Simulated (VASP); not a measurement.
# Sn (Im-3m) in VASP: notebook, part 2 of 2

VASP 6.6.1. Earlier steps stand in the parts before.

**5. Relaxation of cell and atoms, LDA, target pressure 240 GPa, at which the enthalpy is minimised**

File INCAR:

```
SYSTEM = Sn
  PREC = Accurate
  ENCUT = 600
  EDIFF = 1E-6
  ISMEAR = -1
  SIGMA = 0.05
  LREAL = .FALSE.
  LASPH = .TRUE.
  NELM = 60
  ALGO = Normal
  ISIF = 3
  LWAVE = .FALSE.
  LCHARG = .FALSE.
  GGA = CA
  IBRION = 2
  NSW = 60
  EDIFFG = -0.005
  PSTRESS = 2400.0
```

File KPOINTS:

```
Automatic mesh
0
G
  18 18 18
  0 0 0
```

File POSCAR:

```
Sn
1.0
   -1.4585392762      1.4585392762      1.4585392762
    1.4585392762     -1.4585392762      1.4585392762
    1.4585392762      1.4585392762     -1.4585392762
Sn
1
Direct
    0.0000000000      0.0000000000      0.0000000000
```

Potentials or basis: VASP PAW LDA potentials, release 64 (Sn_d).

The run is started by

```console
cat potpaw_LDA.64/Sn_d/POTCAR > POTCAR
mpirun -np 1 vasp_std > vasp.out
```

OUTCAR:

```text
SYSTEM = Sn
   PREC = Accurate
   ENCUT = 600
   EDIFF = 1E-6
   ISMEAR = -1
   LREAL = .FALSE.
   LASPH = .TRUE.
   NELM = 60
   ISIF = 3
   GGA = CA
   IBRION = 2
   NSW = 60
   EDIFFG = -0.005
   PSTRESS = 2400.0

 ion  position               nearest neighbor table
   1  0.000  0.000  0.000-

  LATTYP: Found a body centered cubic cell.
 ALAT       =     2.9170785524

  Lattice vectors:

 A1 = (  -1.4585392762,   1.4585392762,   1.4585392762)
 A2 = (   1.4585392762,  -1.4585392762,   1.4585392762)
 A3 = (   1.4585392762,   1.4585392762,  -1.4585392762)

Analysis of symmetry for initial positions (statically):
=====================================================================
 Subroutine PRICEL returns:
 Original cell was already a primitive cell.

 Routine SETGRP: Setting up the symmetry group for a
 body centered cubic supercell.

 Subroutine GETGRP returns: Found 48 space group operations
 (whereof 48 operations were pure point group operations)
 out of a pool of 48 trial point group operations.

The static configuration has the point symmetry O_h .

Analysis of symmetry for dynamics (positions and initial velocities):
=====================================================================
 Subroutine PRICEL returns:
 Original cell was already a primitive cell.

 Routine SETGRP: Setting up the symmetry group for a
 body centered cubic supercell.

 Subroutine GETGRP returns: Found 48 space group operations
 (whereof 48 operations were pure point group operations)
 out of a pool of 48 trial point group operations.

The dynamic configuration has the point symmetry O_h .

 Subroutine INISYM returns: Found 48 space group operations
 (whereof 48 operations are pure point group operations),
 and found     1 'primitive' translations

----------------------------------------------------------------------------------------

                                     Primitive cell

  volume of cell :      12.4112

  direct lattice vectors                    reciprocal lattice vectors
    -1.458539276  1.458539276  1.458539276     0.000000000  0.342808732  0.342808732
     1.458539276 -1.458539276  1.458539276     0.342808732  0.000000000  0.342808732
     1.458539276  1.458539276 -1.458539276     0.342808732  0.342808732  0.000000000

  length of vectors
     2.526264131  2.526264131  2.526264131     0.484804758  0.484804758  0.484804758

  position of ions in fractional coordinates (direct lattice)
     0.000000000  0.000000000  0.000000000

  ion indices of the primitive-cell ions
   primitive index   ion index
                 1           1

----------------------------------------------------------------------------------------

 KPOINTS: Automatic mesh

Automatic generation of k-mesh.
 Grid dimensions read from file:
 generate k-points for:   18   18   18

 Generating k-lattice:

  Cartesian coordinates                     Fractional coordinates (reciprocal lattice)
     0.000000000  0.019044930  0.019044930     0.055555556  0.000000000  0.000000000
     0.019044930  0.000000000  0.019044930     0.000000000  0.055555556  0.000000000
     0.019044930  0.019044930  0.000000000     0.000000000  0.000000000  0.055555556
[... 44 lines left out ...]
   ions per type =               1
   NGX,Y,Z   is equivalent  to a cutoff of  13.16, 13.16, 13.16 a.u.
   NGXF,Y,Z  is equivalent  to a cutoff of  26.32, 26.32, 26.32 a.u.
 SYSTEM =  Sn
   PREC   = accura    normal or accurate (medium, high low for compatibility)
   ISTART =      0    job   : 0-new  1-cont  2-samecut
   ICHARG =      2    charge: 1-file 2-atom 10-const
   ISPIN  =      1    spin polarized calculation?
   LNONCOLLINEAR =      F non collinear calculations
   LSORBIT =      F    spin-orbit coupling
   LASPH  =      T    aspherical Exc in radial PAW
   ENCUT  =  600.0 eV  44.10 Ry    6.64 a.u.   5.05  5.05  5.05*2*pi/ulx,y,z
   NELM   =     60;   NELMIN=  2; NELMDL= -5     # of ELM steps
   EDIFF  = 0.1E-05   stopping-criterion for ELM
   LREAL  =      F    real-space projection
   EDIFFG = -.5E-02   stopping-criterion for IOM
   NSW    =     60    number of steps for IOM
   IBRION =      2    ionic relax: 0-MD 1-quasi-New 2-CG
   NFREE  =      1    steps in history (QN), initial steepest desc. (CG)
   ISIF   =      3    stress and relaxation
   ISYM   =      2    0-nonsym 1-usesym 2-fastsym
   POTIM  = 0.5000    time-step for ionic-motion
   TEBEG  =    0.0;   TEEND  =   0.0 temperature during run
   PSTRESS= 2400.0 pullay stress
   NELECT =      14.0000    total number of electrons
   NUPDOWN=      -1.0000    fix difference up-down
   EMIN   =  10.00;   EMAX   =-10.00  energy-range for DOS
   EFERMI =   0.00;   METHOD = LEGACY
   ISMEAR =    -1;   SIGMA  =   0.05  broadening in eV -4-tet -1-fermi 0-gaus
   EFERMI_NEDOS =   21; number of points for ismear=-14 and -15
   IALGO  =     38    algorithm
   IMIX   =      4    mixing-type and parameters
     AMIX     =   0.40;   BMIX     =  1.00
     AMIX_MAG =   1.60;   BMIX_MAG =  1.00
  volume/ion in A,a.u.               =      12.41        83.76
  Fermi-wavevector in a.u.,A,eV,Ry     =   1.704169  3.220413 39.513941  2.904193
  Thomas-Fermi vector in A             =   2.783622
   LORBIT       =      0    0 simple, 1 ext, 2 COOP (PROOUT), +10 PAW based schemes
   GGA     = CA    functional components
   LHFCALC =     F    Hartree Fock is set to
   AEXX    =    0.0000 exact exchange contribution
   IVDW    =     0    specifies the selected vdW correction
   LEPSILON=     F    determine dielectric tensor
   LRPA    =     F    only Hartree local field effects (RPA)
 conjugate gradient relaxation of ions
 non-spin polarized calculation
  energy-cutoff  :      600.00
  volume of cell :       12.41
 maximum number of plane-waves:       430
   NGX =  9   NGY =  9   NGZ =  9

--------------------------------------- Ionic step        1  -------------------------------------------

 number of electron      14.0000005 magnetization

 Free energy of the ion-electron system (eV)
  ---------------------------------------------------
  ext. energy  EPLUGINS =         0.00000000
  ---------------------------------------------------
  free energy    TOTEN  =         0.57635538 eV

  energy without entropy =        0.57893585  energy(sigma->0) =        0.57764561

------------------------ aborting loop because EDIFF is reached ----------------------------------------

  FORCE on cell =-STRESS in cart. coord.  units (eV):
  Direction    XX          YY          ZZ          XY          YZ          ZX
  --------------------------------------------------------------------------------------
  -------------------------------------------------------------------------------------
  Total       19.1005480     19.1005480     19.1005480      0.0000000      0.0000000      0.0000000
  in kB     2465.7102091   2465.7102091   2465.7102091      0.0000000      0.0000000      0.0000000
  external PRESSURE =      65.7102091 kB  Pullay stress =    2400.0000000 kB
[... 135 lines left out ...]
--------------------------------------- Ionic step        5  -------------------------------------------

 number of electron      14.0000003 magnetization

 Free energy of the ion-electron system (eV)
  ---------------------------------------------------
  ext. energy  EPLUGINS =         0.00000000
  ---------------------------------------------------
  free energy    TOTEN  =         0.43898521 eV

  energy without entropy =        0.44154896  energy(sigma->0) =        0.44026709

 E-fermi :  22.0758     XC(G=0): -14.8279

 val. band max:       22.0174953468   @ k =  -0.3333   0.3333   0.1667
 cond. band min:      22.0827927647   @ k =   0.2222   0.2222   0.0000
 fundamental gap:      0.0652974179
 Fermi energy:        22.0758178745

 k-point     1 :       0.0000    0.0000    0.0000
  band No.  band energies     occupation
      1      -1.6964      2.00000
      2      -1.6964      2.00000
      3      -1.6964      2.00000
      4      -0.5980      2.00000
      5      -0.5980      2.00000
      6       2.3739      2.00000
      7      34.0481      0.00000
      8      34.0481      0.00000
      9      34.0481      0.00000
     10      40.2254      0.00000
     11      40.2254      0.00000
[... 309 lines left out ...]
 k-point    24 :       0.3889    0.1111   -0.0000
  band No.  band energies     occupation
      1      -2.1432      2.00000
      2      -1.9919      2.00000
      3      -0.6844      2.00000
      4      -0.6328      2.00000
      5      -0.0652      2.00000
      6      11.1407      2.00000
      7      16.2695      2.00000
      8      25.8412      0.00000
      9      28.7344      0.00000
     10      35.3180      0.00000
     11      39.1032      0.00000

 [... further k-points ...]

------------------------ aborting loop because EDIFF is reached ----------------------------------------

  FORCE on cell =-STRESS in cart. coord.  units (eV):
  Direction    XX          YY          ZZ          XY          YZ          ZX
  --------------------------------------------------------------------------------------
  -------------------------------------------------------------------------------------
  Total       18.7267186     18.7267186     18.7267186      0.0000000      0.0000000      0.0000000
  in kB     2399.9619453   2399.9619453   2399.9619453      0.0000000      0.0000000      0.0000000
  external PRESSURE =      -0.0380547 kB  Pullay stress =    2400.0000000 kB
[... 20 lines left out ...]
  energy  without entropy=        0.4415489628  energy(sigma->0) =        0.44026709

  enthalpy is  TOTEN    =        19.1660007569 eV   P V=       18.7270155477

 reached required accuracy - stopping structural energy minimisation
```

OSZICAR:

```text
N       E                     dE             d eps       ncg     rms          rms(c)
DAV:   1     0.753901488157E+02    0.75390E+02   -0.78423E+03  4492   0.263E+03
DAV:   2     0.328107626724E+01   -0.72109E+02   -0.69770E+02  4418   0.361E+02
DAV:   3     0.325886339508E+00   -0.29552E+01   -0.29297E+01  4826   0.695E+01
[... 31 lines left out ...]
DAV:   2     0.439183188797E+00    0.34816E-05   -0.46057E-06  4215   0.680E-02    0.518E-03
DAV:   3     0.439184057053E+00    0.86826E-06   -0.15790E-06  2507   0.415E-02
   4 F= 0.19166001E+02 E0= 0.19167283E+02  d E =-.188055E-02
       N       E                     dE             d eps       ncg     rms          rms(c)
DAV:   1     0.438985198190E+00   -0.19799E-03   -0.59068E-07  2446   0.156E-02    0.898E-04
DAV:   2     0.438985209233E+00    0.11043E-07   -0.84343E-08  2256   0.664E-03
   5 F= 0.19166001E+02 E0= 0.19167283E+02  d E =0.212846E-07
```

CONTCAR:

```text
Sn
   1.00000000000000
    -1.4620738406389995    1.4620738406389997    1.4620738406389997
     1.4620738406389995   -1.4620738406389997    1.4620738406389997
     1.4620738406389995    1.4620738406389997   -1.4620738406389997
  Sn
     1
Direct
     1.0000000000000000    1.0000000000000000    1.0000000000000000

  0.00000000E+00  0.00000000E+00  0.00000000E+00
```

Wall time 26 s (1 thread of Intel Xeon 6975P-C (Granite Rapids), shared host); peak memory 0.15 GiB.

Results:

```
Free energy                                            : 0.4390 eV
Relaxed volume                                         : 12.50 Å³/atom
Relaxed cell                                           : a = 2.532 Å, b = 2.532 Å, c = 2.532 Å, α = 109.47°, β = 109.47°, γ = 109.47°
Space group after relaxing (to 0.05 Å)                 : Im-3m (No. 229)
Energy change on relaxing (the enthalpy is what falls) : -137.4 meV/atom
Ionic steps                                            : 5
Pressure after relaxing                                : 240.0 GPa
Band gap on the k mesh                                 : zero (band 7 reaches 34.05 eV, above the bottom of band 8 at 16.99 eV)
```

Step by step:
```csv
step,energy change (eV),largest force (eV/Å),pressure (GPa),volume (Å³)
1,0.0000,0.0000,246.57,12.41
2,-1.2559,0.0000,185.93,13.35
3,-0.1403,0.0000,239.85,12.50
4,-0.1372,0.0000,240.09,12.50
5,-0.1374,0.0000,240.00,12.50
```

Final structure:
```
Sn
1.0
    -1.46207    1.46207    1.46207
     1.46207   -1.46207    1.46207
     1.46207    1.46207   -1.46207
Sn
1
Direct
  0.00000 0.00000 0.00000
```

Levels at points of the mesh, in eV from the Fermi level:
```
           k point  band 4  band 5  band 6  band 7  band 8  band 9  band 10  band 11
(0.00, 0.00, 0.00)  -22.67  -22.67  -19.70   11.97   11.97   11.97    18.15    18.15
(0.50, 0.00, 0.00)  -22.64  -21.95  -10.18   -7.54    6.35    6.63    12.40    14.61
(0.50, 0.50, 0.50)  -22.13  -22.13   -2.12   -2.12   -2.12    4.29     4.29     4.37
```

Caveat: the cell is relaxed towards a set pressure, so the enthalpy falls and the energy may rise; spin-orbit coupling is left out, which moves the levels of the heavy elements.

**6. Relaxation of cell and atoms, LDA, target pressure 240 GPa, at which the enthalpy is minimised**

This run uses another cell than the first one, of 12.47 Å³/atom, 1.005 times its volume.

File INCAR:

```
SYSTEM = Sn
PREC = Accurate ; ENCUT = 600
EDIFF = 1E-6 ; ISMEAR = -1
SIGMA = 0.05 ; LREAL = .FALSE.
LASPH = .TRUE. ; NELM = 60
ALGO = Normal ; ISIF = 3
LWAVE = .FALSE. ; LCHARG = .FALSE.
GGA = CA ; IBRION = 2
NSW = 32 ; EDIFFG = -0.005
PSTRESS = 2400.0
```

KPOINTS is that of step 5.

File POSCAR:

```
Sn
1.0
   -1.4608356662      1.4608356662      1.4608356662
    1.4608356662     -1.4608356662      1.4608356662
    1.4608356662      1.4608356662     -1.4608356662
Sn
1
Direct
    0.0000000000      0.0000000000      0.0000000000
```

Potentials or basis: VASP PAW LDA potentials, release 64 (Sn_d).

The run is started by

```console
cat potpaw_LDA.64/Sn_d/POTCAR > POTCAR
mpirun -np 1 vasp_std > vasp.out
```

Run time: 21 s. Hardware: 1 thread of Intel Xeon 6975P-C (Granite Rapids), shared host; peak memory 0.15 GiB.

Results (log left out):

```yaml
Free_energy: 0.4404 eV
Relaxed_volume: 12.50 Å³/atom
Relaxed_cell: a = 2.532 Å, b = 2.532 Å, c = 2.532 Å, α = 109.47°, β = 109.47°, γ = 109.47°
Space_group_after_relaxing_to_0.05_Å: Im-3m (No. 229)
Energy_change_on_relaxing_the_enthalpy_is_what_falls: -46.3 meV/atom
Ionic_steps: 3
Pressure_after_relaxing: 240.0 GPa
Band_gap_on_the_k_mesh: zero (band 7 reaches 34.05 eV, above the bottom of band 8 at 16.99 eV)
```

The path:
```
step  energy change (eV)  largest force (eV/Å)  pressure (GPa)  volume (Å³)
   1              0.0000                0.0000          242.19        12.47
   2             -0.4467                0.0000          220.53        12.78
   3             -0.0463                0.0000          240.01        12.50
```

Final structure:
```
Sn
1.0
    -1.46204    1.46204    1.46204
     1.46204   -1.46204    1.46204
     1.46204    1.46204   -1.46204
Sn
1
Direct
  0.00000 0.00000 0.00000
```

Levels at points of the mesh, in eV from the Fermi level:
| k point | band 3 | band 4 | band 5 | band 6 | band 7 | band 8 | band 9 | band 10 | band 11 |
| --- | --- | --- | --- | --- | --- | --- | --- | --- | --- |
| (0.00, 0.00, 0.00) | -23.77 | -22.67 | -22.67 | -19.70 | 11.97 | 11.97 | 11.97 | 18.15 | 18.15 |
| (0.50, 0.00, 0.00) | -22.73 | -22.65 | -21.95 | -10.18 | -7.54 | 6.35 | 6.63 | 12.40 | 14.62 |
| (0.50, 0.50, 0.50) | -22.13 | -22.13 | -22.13 | -2.12 | -2.12 | -2.12 | 4.29 | 4.29 | 4.37 |

Caveat: the cell is relaxed towards a set pressure, so the enthalpy falls and the energy may rise; spin-orbit coupling is left out, which moves the levels of the heavy elements.

**7. Summary**

| task | cell | cutoff (eV) | gap on the mesh (eV) | pressure (GPa) |
| --- | --- | --- | --- | --- |
| single point | a = 2.526 Å, angles 109.5°, 1 atom | 520 | none | 246.4 |
| single point | a = 2.530 Å, angles 109.5°, 1 atom | 520 | none | 242.1 |
| single point | a = 3.213 Å, angles 109.5°, 1 atom | 520 | none | 0.0 |
| relaxation of cell and atoms | relaxed to 240 GPa from a = 2.526 Å, angles 109.5°, 1 atom | 600 | none | 240.0 |
| relaxation of cell and atoms | relaxed to 240 GPa from a = 2.530 Å, angles 109.5°, 1 atom | 600 | none | 240.0 |

Alike in all rows: level LDA; potentials or basis VASP PAW LDA potentials, release 64 (Sn_d); no spin polarisation; k mesh 18 × 18 × 18; smearing fermi-dirac 0.05 eV.

Caveats: spin-orbit coupling is left out, which moves the levels of the heavy elements; the cell is relaxed towards a set pressure, so the enthalpy falls and the energy may rise (some runs).

Total energies depend on the potentials used, so only differences within one code and one set of settings carry meaning.
